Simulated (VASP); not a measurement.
Crystal: CuO.

```
Cu O
1.0
     3.42205    0.00000    0.00000
     0.00000    3.42205    0.00000
     0.00000    0.00000    4.26046
Cu O
2 2
Cartesian
  0.0000 1.7110 0.0000
  1.7110 0.0000 2.1302
  0.0000 0.0000 1.0651
  0.0000 0.0000 3.1953
```

- Program: VASP 6.6.1
- Task: relaxation of cell and atoms
- Functional: PBEsol
- Potentials or basis: VASP PAW PBE potentials, release 64 (Cu, O)
- Cutoff: 600 eV
- k mesh: 6 × 6 × 5
- Occupations: fermi-dirac, width 0.05 eV
- Spin: no spin polarisation

At the start: pressure -8.6 GPa; volume 12.47 Å³/atom.

How do energy, volume and symmetry change on relaxing?

Over 9 steps the energy falls by 403.6 meV/atom and the volume is 10.70 Å³/atom (-14.2 %); space group P4_2/mmc (No. 131, to 0.1 Å) before and after.

The path:
| step | energy change (eV) | largest force (eV/Å) | pressure (GPa) | volume (Å³) |
| --- | --- | --- | --- | --- |
| 1 | 0.0000 | 0.0000 | -8.58 | 49.89 |
| 2 | -1.0111 | 0.0000 | 0.29 | 44.96 |
| 3 | -1.3392 | 0.0000 | 12.75 | 41.26 |
| 4 | -1.3370 | 0.0000 | 17.92 | 40.11 |
| 5 | -1.5768 | 0.0000 | -2.87 | 42.90 |
| 6 | -1.6089 | 0.0000 | 2.09 | 42.17 |
| 7 | -1.6089 | 0.0000 | 1.72 | 42.21 |
| 8 | -1.6139 | 0.0000 | 0.57 | 42.62 |
| 9 | -1.6145 | 0.0000 | 0.03 | 42.81 |

Final structure:
```
CELL_PARAMETERS angstrom
2.90103 0.00000 0.00000
0.00000 2.90103 0.00000
0.00000 0.00000 5.08651
ATOMIC_POSITIONS crystal
Cu 0.00000 0.50000 0.00000
Cu 0.50000 0.00000 0.50000
O 0.00000 0.00000 0.25000
O 0.00000 0.00000 0.75000
```

Caveat: a cell axis changed by over 15 % at a fixed basis, so the end point is rough; the PAW data sets were made with another functional, which shifts forces and pressure a little.
